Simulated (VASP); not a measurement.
# AlRu in VASP: further runs

AlRu is run at these levels: PBE; tasks: single point.

Program: VASP 6.6.1. These are calculated values, not measurements. Logs are shortened: lines on timing, memory, paths and dates and some standing lists are left out, and cuts for length are marked.

**1. The cell of the first run**

It takes space group Pm-3m (No. 221, cubic). The conventional cell has a = 3.141 Å, b = 3.141 Å, c = 3.141 Å, α = 90.00°, β = 90.00°, γ = 90.00°. Within 3.6 Å of Al (site symmetry m-3m) lie 8 Ru at 2.72 Å and 6 Al at 3.14 Å. Ru (site symmetry m-3m) has 8 Al at 2.72 Å and 6 Ru at 3.14 Å within 3.6 Å.

**2. Single point, PBE (strain +0.050 along x and y, +0.050 along z)**

Contents of INCAR:

```
SYSTEM = AlRu
PREC = Accurate
ENCUT = 520
EDIFF = 1E-6
ISMEAR = 0
SIGMA = 0.15
LREAL = .False.
LASPH = .True.
NELM = 60
ALGO = Fast
ISIF = 2
LWAVE = .False.
LCHARG = .True.
GGA = PE
LELF = .True.
LVHAR = .True.
NBANDS = 16
```

Contents of KPOINTS:

```
Automatic mesh
0
Gamma
  16 16 16
  0 0 0
```

Contents of POSCAR:

```
AlRu
1.0
    3.1411800000      0.0000000000      0.0000000000
    0.0000000000      3.1411800000      0.0000000000
    0.0000000000      0.0000000000      3.1411800000
Al Ru
1 1
Direct
    0.0000000000      0.0000000000      0.0000000000
    0.5000000000      0.5000000000      0.5000000000
```

Potentials or basis: VASP PAW PBE potentials, release 64 (Al, Ru_pv).

Command:

```sh
cat potpaw_PBE.64/Al/POTCAR potpaw_PBE.64/Ru_pv/POTCAR > POTCAR
mpirun -np 1 vasp_std > vasp.out
```

OUTCAR:

```text
SYSTEM = AlRu
   PREC = Accurate
   ENCUT = 520
   EDIFF = 1E-6
   ISMEAR = 0
   LREAL = .False.
   LASPH = .True.
   NELM = 60
   ISIF = 2
   GGA = PE

 ion  position               nearest neighbor table
   1  0.000  0.000  0.000-   2 2.72   2 2.72   2 2.72   2 2.72   2 2.72   2 2.72   2 2.72   2 2.72

   2  0.500  0.500  0.500-   1 2.72   1 2.72   1 2.72   1 2.72   1 2.72   1 2.72   1 2.72   1 2.72

  LATTYP: Found a simple cubic cell.
 ALAT       =     3.1411800000

  Lattice vectors:

 A1 = (   3.1411800000,   0.0000000000,   0.0000000000)
 A2 = (   0.0000000000,   3.1411800000,   0.0000000000)
 A3 = (   0.0000000000,   0.0000000000,   3.1411800000)

Analysis of symmetry for initial positions (statically):
=====================================================================
 Subroutine PRICEL returns:
 Original cell was already a primitive cell.

 Routine SETGRP: Setting up the symmetry group for a
 simple cubic supercell.

 Subroutine GETGRP returns: Found 48 space group operations
 (whereof 48 operations were pure point group operations)
 out of a pool of 48 trial point group operations.

The static configuration has the point symmetry O_h .

Analysis of symmetry for dynamics (positions and initial velocities):
=====================================================================
 Subroutine PRICEL returns:
 Original cell was already a primitive cell.

 Routine SETGRP: Setting up the symmetry group for a
 simple cubic supercell.

 Subroutine GETGRP returns: Found 48 space group operations
 (whereof 48 operations were pure point group operations)
 out of a pool of 48 trial point group operations.

The dynamic configuration has the point symmetry O_h .

 Subroutine INISYM returns: Found 48 space group operations
 (whereof 48 operations are pure point group operations),
 and found     1 'primitive' translations

----------------------------------------------------------------------------------------

                                     Primitive cell

  volume of cell :      30.9941

  direct lattice vectors                    reciprocal lattice vectors
     3.141180000  0.000000000  0.000000000     0.318351702  0.000000000  0.000000000
     0.000000000  3.141180000  0.000000000     0.000000000  0.318351702  0.000000000
     0.000000000  0.000000000  3.141180000     0.000000000  0.000000000  0.318351702

  length of vectors
     3.141180000  3.141180000  3.141180000     0.318351702  0.318351702  0.318351702

  position of ions in fractional coordinates (direct lattice)
     0.000000000  0.000000000  0.000000000
     0.500000000  0.500000000  0.500000000

  ion indices of the primitive-cell ions
   primitive index   ion index
                 1           1
                 2           2

----------------------------------------------------------------------------------------

 KPOINTS: Automatic mesh

Automatic generation of k-mesh.
 Grid dimensions read from file:
 generate k-points for:   16   16   16

 Generating k-lattice:

  Cartesian coordinates                     Fractional coordinates (reciprocal lattice)
     0.019896981  0.000000000  0.000000000     0.062500000  0.000000000  0.000000000
     0.000000000  0.019896981  0.000000000     0.000000000  0.062500000  0.000000000
     0.000000000  0.000000000  0.019896981     0.000000000  0.000000000  0.062500000

  Length of vectors
     0.019896981  0.019896981  0.019896981

  Shift w.r.t. Gamma in fractional coordinates (k-lattice)
     0.000000000  0.000000000  0.000000000

 Subroutine IBZKPT returns following result:
 ===========================================

 Found    165 irreducible k-points:

 Following reciprocal coordinates:
            Coordinates               Weight
  0.000000  0.000000  0.000000      1.000000
  0.062500  0.000000  0.000000      6.000000
  0.125000  0.000000  0.000000      6.000000
  0.187500  0.000000  0.000000      6.000000
  0.250000  0.000000  0.000000      6.000000
  0.312500  0.000000  0.000000      6.000000
[... 16 lines left out ...]
  0.437500  0.125000  0.000000     24.000000
  0.500000  0.125000  0.000000     12.000000
 [... further k-points ...]
   k-points           NKPTS =    165   k-points in BZ     NKDIM =    165   number of bands    NBANDS=     16
   number of dos      NEDOS =    301   number of ions     NIONS =      2
   total plane-waves  NPLWV =  13824
   dimension x,y,z NGX =    24 NGY =   24 NGZ =   24
   dimension x,y,z NGXF=    48 NGYF=   48 NGZF=   48
   ions per type =               1   1
   NGX,Y,Z   is equivalent  to a cutoff of  12.70, 12.70, 12.70 a.u.
   NGXF,Y,Z  is equivalent  to a cutoff of  25.40, 25.40, 25.40 a.u.
 SYSTEM =  AlRu
   PREC   = accura    normal or accurate (medium, high low for compatibility)
   ISTART =      0    job   : 0-new  1-cont  2-samecut
   ICHARG =      2    charge: 1-file 2-atom 10-const
   ISPIN  =      1    spin polarized calculation?
   LNONCOLLINEAR =      F non collinear calculations
   LSORBIT =      F    spin-orbit coupling
   LASPH  =      T    aspherical Exc in radial PAW
   ENCUT  =  520.0 eV  38.22 Ry    6.18 a.u.   5.84  5.84  5.84*2*pi/ulx,y,z
   NELM   =     60;   NELMIN=  2; NELMDL= -5     # of ELM steps
   EDIFF  = 0.1E-05   stopping-criterion for ELM
   LREAL  =      F    real-space projection
   EDIFFG = 0.1E-04   stopping-criterion for IOM
   NSW    =      0    number of steps for IOM
   IBRION =     -1    ionic relax: 0-MD 1-quasi-New 2-CG
   NFREE  =      0    steps in history (QN), initial steepest desc. (CG)
   ISIF   =      2    stress and relaxation
   ISYM   =      2    0-nonsym 1-usesym 2-fastsym
   POTIM  = 0.5000    time-step for ionic-motion
   TEBEG  =    0.0;   TEEND  =   0.0 temperature during run
   PSTRESS=    0.0 pullay stress
   NELECT =      17.0000    total number of electrons
   NUPDOWN=      -1.0000    fix difference up-down
   EMIN   =  10.00;   EMAX   =-10.00  energy-range for DOS
   EFERMI =   0.00;   METHOD = LEGACY
   ISMEAR =     0;   SIGMA  =   0.15  broadening in eV -4-tet -1-fermi 0-gaus
   EFERMI_NEDOS =   21; number of points for ismear=-14 and -15
   IALGO  =     68    algorithm
   IMIX   =      4    mixing-type and parameters
     AMIX     =   0.40;   BMIX     =  1.00
     AMIX_MAG =   1.60;   BMIX_MAG =  1.00
  volume/ion in A,a.u.               =      15.50       104.58
  Fermi-wavevector in a.u.,A,eV,Ry     =   1.340083  2.532389 24.433642  1.795822
  Thomas-Fermi vector in A             =   2.468424
   LORBIT       =      0    0 simple, 1 ext, 2 COOP (PROOUT), +10 PAW based schemes
   GGA     = PE    functional components
   LHFCALC =     F    Hartree Fock is set to
   AEXX    =    0.0000 exact exchange contribution
   IVDW    =     0    specifies the selected vdW correction
   LEPSILON=     F    determine dielectric tensor
   LRPA    =     F    only Hartree local field effects (RPA)
 non-spin polarized calculation
 RMM-DIIS sequential band-by-band and
 Gauss-broadening in eV      SIGMA  =   0.15
  energy-cutoff  :      520.00
  volume of cell :       30.99
 maximum number of plane-waves:       861
 NGX is ok and might be reduce to    24
   NGX = 11   NGY = 11   NGZ = 11

 number of electron      16.9999991 magnetization

 Free energy of the ion-electron system (eV)
  ---------------------------------------------------
  ext. energy  EPLUGINS =         0.00000000
  ---------------------------------------------------
  free energy    TOTEN  =       -13.99104932 eV

  energy without entropy =      -13.96792034  energy(sigma->0) =      -13.97948483

 E-fermi :   8.7962     XC(G=0): -11.8347

 val. band max:        8.7956005950   @ k =   0.4375   0.4375   0.1250
 cond. band min:       8.8089618411   @ k =   0.1250   0.0625   0.0625
 fundamental gap:      0.0133612461
 Fermi energy:         8.7962285467

 k-point     1 :       0.0000    0.0000    0.0000
  band No.  band energies     occupation
      1     -32.9444      2.00000
      2     -32.9444      2.00000
      3     -32.9444      2.00000
      4      -0.0584      2.00000
      5       5.9382      2.00000
      6       5.9382      2.00000
[... 8 lines left out ...]
     15      20.9521      0.00000
     16      21.2788      0.00000

 k-point     2 :       0.0625    0.0000    0.0000
  band No.  band energies     occupation
      1     -32.9489      2.00000
      2     -32.9440      2.00000
      3     -32.9440      2.00000
      4       0.0078      2.00000
      5       5.9551      2.00000
      6       5.9598      2.00000
[... 8 lines left out ...]
     15      20.9562      0.00000
     16      21.5203      0.00000

 k-point     3 :       0.1250    0.0000    0.0000
  band No.  band energies     occupation
      1     -32.9618      2.00000
      2     -32.9429      2.00000
      3     -32.9429      2.00000
      4       0.2045      2.00000
      5       5.9901      2.00000
      6       6.0224      2.00000
[... 8 lines left out ...]
     15      20.9596      0.00000
     16      22.3326      0.00000

 k-point     4 :       0.1875    0.0000    0.0000
  band No.  band energies     occupation
      1     -32.9811      2.00000
      2     -32.9413      2.00000
      3     -32.9413      2.00000
      4       0.5268      2.00000
      5       5.9936      2.00000
      6       6.1190      2.00000
[... 8 lines left out ...]
     15      20.9613      0.00000
     16      23.6683      0.00000

 k-point     5 :       0.2500    0.0000    0.0000
  band No.  band energies     occupation
      1     -33.0038      2.00000
      2     -32.9394      2.00000
      3     -32.9394      2.00000
      4       0.9661      2.00000
      5       5.8828      2.00000
      6       6.2380      2.00000
[... 8 lines left out ...]
     15      20.9623      0.00000
     16      23.7865      0.00000

 k-point     6 :       0.3125    0.0000    0.0000
  band No.  band energies     occupation
      1     -33.0264      2.00000
      2     -32.9375      2.00000
      3     -32.9375      2.00000
      4       1.5113      2.00000
      5       5.5727      2.00000
      6       6.3630      2.00000
[... 8 lines left out ...]
     15      22.6299      0.00000
     16      22.6311      0.00000

 k-point     7 :       0.3750    0.0000    0.0000
  band No.  band energies     occupation
      1     -33.0455      2.00000
      2     -32.9359      2.00000
      3     -32.9359      2.00000
      4       2.1476      2.00000
      5       5.0433      2.00000
      6       6.4743      2.00000
[... 8 lines left out ...]
     15      21.5249      0.00000
     16      21.5249      0.00000

 k-point     8 :       0.4375    0.0000    0.0000
  band No.  band energies     occupation
      1     -33.0583      2.00000
      2     -32.9348      2.00000
      3     -32.9348      2.00000
      4       2.8551      2.00000
      5       4.3593      2.00000
      6       6.5517      2.00000
[... 8 lines left out ...]
     15      20.4895      0.00000
     16      20.7369      0.00000

 k-point     9 :       0.5000    0.0000    0.0000
  band No.  band energies     occupation
      1     -33.0627      2.00000
      2     -32.9344      2.00000
      3     -32.9344      2.00000
      4       3.5740      2.00000
      5       3.6404      2.00000
      6       6.5795      2.00000
[... 8 lines left out ...]
     15      19.7697      0.00000
     16      20.7894      0.00000
[... 172 lines left out ...]
 k-point    19 :       0.1875    0.1250    0.0000
  band No.  band energies     occupation
      1     -32.9795      2.00000
      2     -32.9586      2.00000
      3     -32.9399      2.00000
      4       0.7759      2.00000
      5       6.0905      2.00000
      6       6.1894      2.00000
[... 8 lines left out ...]
     15      20.9649      0.00000
     16      23.6054      0.00000

 k-point    20 :       0.2500    0.1250    0.0000
  band No.  band energies     occupation
      1     -33.0021      2.00000
      2     -32.9566      2.00000
      3     -32.9379      2.00000
      4       1.2030      2.00000
      5       5.9798      2.00000
      6       6.3135      2.00000
[... 8 lines left out ...]
     15      21.3680      0.00000
     16      22.5205      0.00000

 k-point    21 :       0.3125    0.1250    0.0000
  band No.  band energies     occupation
      1     -33.0246      2.00000
      2     -32.9546      2.00000
      3     -32.9360      2.00000
      4       1.7306      2.00000
      5       5.6581      2.00000
      6       6.4475      2.00000
[... 8 lines left out ...]
     15      21.7914      0.00000
     16      22.5843      0.00000

 k-point    22 :       0.3750    0.1250    0.0000
  band No.  band energies     occupation
      1     -33.0436      2.00000
      2     -32.9528      2.00000
      3     -32.9344      2.00000
      4       2.3420      2.00000
      5       5.1343      2.00000
      6       6.5743      2.00000
[... 8 lines left out ...]
     15      21.5375      0.00000
     16      22.0906      0.00000

 k-point    23 :       0.4375    0.1250    0.0000
  band No.  band energies     occupation
      1     -33.0563      2.00000
      2     -32.9517      2.00000
      3     -32.9333      2.00000
      4       3.0119      2.00000
      5       4.4862      2.00000
      6       6.6713      2.00000
[... 8 lines left out ...]
     15      20.5484      0.00000
     16      22.3400      0.00000

 k-point    24 :       0.5000    0.1250    0.0000
  band No.  band energies     occupation
      1     -33.0607      2.00000
      2     -32.9513      2.00000
      3     -32.9330      2.00000
      4       3.5764      2.00000
      5       3.9235      2.00000
      6       6.7093      2.00000
[... 8 lines left out ...]
     15      19.6711      0.00000
     16      22.4431      0.00000

 [... further k-points ...]
[... 5 lines left out ...]
  --------------------------------------------------------------------------------------
  -------------------------------------------------------------------------------------
  Total       -3.9239978     -3.9239978     -3.9239978     -0.0000000      0.0000000     -0.0000000
  in kB     -202.8433929   -202.8433929   -202.8433929     -0.0000000      0.0000000     -0.0000000
  external PRESSURE =    -202.8433929 kB  Pullay stress =       0.0000000 kB

 VOLUME and BASIS-vectors are now :
 -----------------------------------------------------------------------------
  energy-cutoff  :      520.00
  volume of cell :       30.99
      direct lattice vectors                 reciprocal lattice vectors
     3.141180000  0.000000000  0.000000000     0.318351702  0.000000000  0.000000000
     0.000000000  3.141180000  0.000000000     0.000000000  0.318351702  0.000000000
     0.000000000  0.000000000  3.141180000     0.000000000  0.000000000  0.318351702

 POSITION                                       TOTAL-FORCE (eV/Angst)
 -----------------------------------------------------------------------------------
      0.00000      0.00000      0.00000         0.000000      0.000000      0.000000
      1.57059      1.57059      1.57059         0.000000      0.000000      0.000000
 -----------------------------------------------------------------------------------
    total drift:                                0.000000     -0.000000     -0.000000

  FREE ENERGIE OF THE ION-ELECTRON SYSTEM (eV)
  ---------------------------------------------------
  free  energy   TOTEN  =       -13.9910493203 eV

  energy  without entropy=      -13.9679203395  energy(sigma->0) =      -13.97948483
```

Run time: 18 s. Hardware: 1 thread of Intel Xeon 6975P-C (Granite Rapids), shared host; peak memory 0.19 GiB.

Results:

| Property | Result |
| --- | --- |
| Free energy | -13.9910 eV |
| Pressure | -20.3 GPa |

Levels at points of the mesh, in eV from the Fermi level:
| k point | band 5 | band 6 | band 7 | band 8 | band 9 | band 10 | band 11 | band 12 | band 13 | band 14 |
| --- | --- | --- | --- | --- | --- | --- | --- | --- | --- | --- |
| (0.00, 0.00, 0.00) | -2.86 | -2.86 | 0.12 | 0.12 | 0.12 | 5.40 | 5.40 | 5.40 | 10.12 | 10.12 |
| (0.50, 0.00, 0.00) | -5.16 | -2.22 | -1.33 | -1.33 | 0.32 | 1.79 | 7.46 | 10.26 | 10.26 | 10.97 |
| (0.50, 0.50, 0.00) | -2.53 | -1.25 | -1.25 | -0.93 | -0.93 | 1.19 | 4.41 | 4.84 | 9.44 | 13.54 |
| (0.50, 0.50, 0.50) | -3.88 | -3.88 | 1.26 | 1.26 | 1.69 | 3.82 | 3.82 | 3.82 | 7.25 | 7.25 |

Caveat: the cell differs from its parent crystal (strain +0.050 along x and y, +0.050 along z).

**3. Single point, PBE (strain -0.025 along x and y, +0.050 along z)**

Contents of INCAR:

```
ALGO     = Fast           # electronic algorithm
EDIFF    = 1E-6           # SCF threshold, eV
ENCUT    = 520            # plane-wave cutoff, eV
GGA      = PE             # functional
ISIF     = 2              # what is computed and relaxed
ISMEAR   = 0              # smearing method
LASPH    = T              # aspherical terms in the spheres
LCHARG   = F              # write CHGCAR
LREAL    = F              # projectors in reciprocal space
LWAVE    = F              # write WAVECAR
NBANDS   = 16             # bands
NELM     = 80             # most SCF steps
PREC     = Accurate       # precision mode
SIGMA    = 0.15           # smearing width, eV
```

Contents of KPOINTS:

```
k-points
0
Gamma
  16 16 16
```

Contents of POSCAR:

```
AlRu
1.0
    2.9168100000      0.0000000000      0.0000000000
    0.0000000000      2.9168100000      0.0000000000
    0.0000000000      0.0000000000      3.1411800000
Al Ru
1 1
Direct
    0.0000000000      0.0000000000      0.0000000000
    0.5000000000      0.5000000000      0.5000000000
```

Potentials or basis: VASP PAW PBE potentials, release 64 (Al, Ru_pv).

Command:

```sh
cat potpaw_PBE.64/Al/POTCAR potpaw_PBE.64/Ru_pv/POTCAR > POTCAR
mpirun -np 1 vasp_std > vasp.out
```

Run time: 36 s. Hardware: 1 thread of Intel Xeon 6975P-C (Granite Rapids), shared host; peak memory 0.27 GiB.

It converged, with:

| Property | Result |
| --- | --- |
| Free energy | -14.2129 eV |
| Pressure | 3.5 GPa |

Stress tensor (GPa, compression positive):
```
 7.53  0.00  0.00
 0.00  7.53  0.00
 0.00  0.00 -4.52
```

Levels at points of the mesh, in eV from the Fermi level:
| k point | band 7 | band 8 | band 9 | band 10 | band 11 | band 12 |
| --- | --- | --- | --- | --- | --- | --- |
| (0.00, 0.00, 0.00) | 0.02 | 0.02 | 0.46 | 4.60 | 6.81 | 6.81 |
| (0.50, 0.00, 0.00) | -2.22 | -1.37 | 0.33 | 2.68 | 7.30 | 9.77 |
| (0.50, 0.50, 0.00) | -1.64 | -1.14 | -1.14 | 1.83 | 5.94 | 6.47 |
| (0.00, 0.00, 0.50) | -1.33 | -1.33 | 0.63 | 1.41 | 7.50 | 11.65 |
| (0.50, 0.00, 0.50) | -1.28 | -1.08 | -0.86 | 1.26 | 5.09 | 6.00 |
| (0.50, 0.50, 0.50) | 1.31 | 1.89 | 2.57 | 3.81 | 4.27 | 4.27 |

Caveat: the cell differs from its parent crystal (strain -0.025 along x and y, +0.050 along z).
